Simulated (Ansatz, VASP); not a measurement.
# Ge: VASP beside Ansatz

```
Ge
1.0
     2.83776    2.83776    0.00000
    -2.83776    2.83776    0.00000
     0.00000    2.83776    2.83776
Ge
2
Direct
  0.50000 0.50000 0.00000
  0.75000 0.25000 0.50000
```

Change from the starting cell: unstrained.

Alike in both runs: task single point; functional r2SCAN; k mesh 12 × 12 × 12; no spin polarisation.

|  | VASP | Ansatz |
| --- | --- | --- |
| version | VASP 6.6.1 | Ansatz 0.2.0 |
| potentials or method | VASP PAW PBE potentials, release 64 (Ge_d) | PAW with Ansatz's default frozen-core files, scalar-relativistic |
| plane-wave cutoff (eV) | 520 | 500 |
| occupations | gaussian, width 0.01 eV | fixed |
| valence electrons in the cell | 28 | 28 |

```csv
,VASP,Ansatz,Ansatz less VASP
gap on the k mesh at the Fermi level (eV),0.31,0.35,+0.038
pressure (GPa),0.0,0.0,-0.04
```

VASP's potentials were made for PBE, not for r2SCAN.
